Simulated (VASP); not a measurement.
Os11RuPt3Rh, 16 atoms in the cell. The typed cell holds 16 atoms: a = 6.698 Å, b = 6.702 Å, c = 6.696 Å, α = 109.41°, β = 109.57°, γ = 109.38°. 

* Program: VASP 6.6.1
* Task: single point
* Functional: PBE
* Potentials or basis: VASP PAW PBE potentials, release 64 (Ru_pv, Rh_pv, Os, Pt)
* Cutoff: 520 eV
* k mesh: 3 × 3 × 3
* Occupations: gaussian, width 0.1 eV
* Spin: no spin polarisation
* Dipole correction: no
* Further INCAR settings: LREAL = Auto; ALGO = Fast; EDIFF = 1e-07; NBANDS = 88; ISYM = 0

Potentials or basis: VASP PAW PBE potentials, release 64 (Ru_pv, Rh_pv, Os, Pt).

Command:

```bash
$ cat potpaw_PBE.64/Ru_pv/POTCAR potpaw_PBE.64/Rh_pv/POTCAR potpaw_PBE.64/Os/POTCAR potpaw_PBE.64/Pt/POTCAR > POTCAR
$ mpirun -np 1 vasp_std > vasp.out
```

Hardware: 1 thread of Intel Xeon 8259CL (shared host).

Q: How long does it take, and how much memory?

A: Run time: 56 min on 1 thread of Intel Xeon 8259CL, on a shared host, peak memory 0.48 GiB. Counts: scf iterations 34, k points 14.
